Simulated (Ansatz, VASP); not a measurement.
**Two plane-wave programs on KCl**

INCAR

```
SYSTEM = KCl
PREC = Accurate
ENCUT = 520
EDIFF = 1E-6
ISMEAR = 0
SIGMA = 0.05
LREAL = .False.
LASPH = .True.
NELM = 60
ALGO = Normal
ISIF = 2
LWAVE = .False.
LCHARG = .False.
GGA = PS
NBANDS = 24
```

KPOINTS

```
regular mesh
0
Gamma
  6 6 6
  0 0 0
```

POSCAR

```
KCl
1.0
    0.0000000000     -3.1207041401     -3.0479917336
   -3.1207041401      0.0000000000     -3.0479917336
    3.1207041401      3.1207041401     -6.0959834673
K Cl
2 2
Direct
    0.5000000000      0.5000000000      0.5000000000
    0.0000000000      1.0000000000      0.0000000000
    0.7829885571      0.7648586181      0.7500000000
    0.2170114429      0.2351413819      0.2500000000
```

Input for Ansatz:

```yaml
crystal:
  lattice:
    - [0.0, -3.1207041401, -3.0479917336]
    - [-3.1207041401, 0.0, -3.0479917336]
    - [3.1207041401, 3.1207041401, -6.0959834673]
  atoms:
    - { symbol: K, position: [0.5, 0.5, 0.5] }
    - { symbol: K, position: [0.0, 1.0, 0.0] }
    - { symbol: Cl, position: [0.7829885571, 0.7648586181, 0.75] }
    - { symbol: Cl, position: [0.2170114429, 0.2351413819, 0.25] }
basis:
  ecutwfc: 420
kpoints:
  mp_grid: { grid: [6, 6, 6] }
hamiltonian:
  xc: pbesol
scf:
  occupations: { method: gaussian, width: 0.05 }
output:
  forces: true
  stress: true
  eigenvalues: true
```

Change from the starting cell: mode 7 frozen in at -0.187 Å, normal strain along z -0.0233.

Alike in both runs: task single point; functional PBEsol; k mesh 6 × 6 × 6; occupations gaussian, width 0.05 eV; no spin polarisation.

|  | VASP | Ansatz |
| --- | --- | --- |
| version | VASP 6.6.1 | Ansatz 0.2.0 |
| potentials or method | VASP PAW PBE potentials, release 64 (K_sv, Cl), cutoff 520 eV | scalar-relativistic, plane waves, PAW |
| valence electrons in the cell | 32 | 32 |

```csv
,VASP,Ansatz,Ansatz less VASP
gap on the k mesh at the Fermi level (eV),5.13,5.14,+0.005
least direct gap on the mesh (eV),5.13,5.14,+0.005
pressure (GPa),0.9,0.8,-0.06
"traceless stress, the component that is largest in VASP (GPa)",1.10,1.08,-0.024
rms of the force components (eV/Å),0.153,0.150,-0.0033
```

VASP's potentials were made for PBE, not for PBEsol. Atom by atom the forces differ by 0.003 eV/Å (rms over components).
